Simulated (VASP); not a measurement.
Write the native input for VASP 6.6.1 that does the following.

- Task: single point
- Functional: PBEsol
- Potentials or basis: VASP PAW PBE potentials, release 64 (Hf_pv, Pb_d)
- Cutoff: 520 eV
- k mesh: 8 × 8 × 8
- Occupations: gaussian, width 0.05 eV
- Spin: no spin polarisation
- Dipole correction: no
- Further INCAR settings: ALGO = Fast; EDIFF = 1e-07; NBANDS = 34

The structure of HfPb3 lies in POSCAR:

```
HfPb3
1.0
    4.7042639545      0.0000000000      0.0000000000
    0.0000000000      4.7042639545      0.0000000000
    0.0000000000      0.0000000000      4.7042639545
Hf Pb
1 3
Direct
    0.0000000000      0.0000000000      0.0000000000
    0.0000000000      0.5000000000      0.5000000000
    0.5000000000      0.5000000000      0.0000000000
    0.5000000000      0.0425146212      0.5000000000
```

This cell differs from its parent crystal: atom 4 (Pb) moved 0.2 Å along y.

One way to write it, as run:

INCAR

```
PREC = Accurate
ENCUT = 520
EDIFF = 1E-7
ISMEAR = 0
SIGMA = 0.05
LREAL = F
LASPH = T
NELM = 60
ALGO = Fast
ISIF = 2
LWAVE = F
LCHARG = F
GGA = PS
NBANDS = 34
```

KPOINTS

```
regular mesh
0
Gamma
  8 8 8
```

Potentials or basis: VASP PAW PBE potentials, release 64 (Hf_pv, Pb_d).

Run with:

```sh
$ cat potpaw_PBE.64/Hf_pv/POTCAR potpaw_PBE.64/Pb_d/POTCAR > POTCAR
$ mpirun -np 1 vasp_std > vasp.out
```

It gave:

```json
{
  "Pressure": "0.2 GPa",
  "Largest force": "0.974 eV/Å",
  "Band gap on the k mesh": "zero (bands 26 and 27 overlap by 0.88 eV)"
}
```

Caveat: the cell differs from its parent crystal (atom 4 (Pb) moved 0.2 Å along y); the PAW data sets were made with another functional, which shifts forces and pressure a little; spin-orbit coupling is left out, which moves the levels of the heavy elements.

Wall time 7.6 min on 1 thread of Oxide Virtual Turin-like Processor (shared host), peak memory 0.32 GiB.
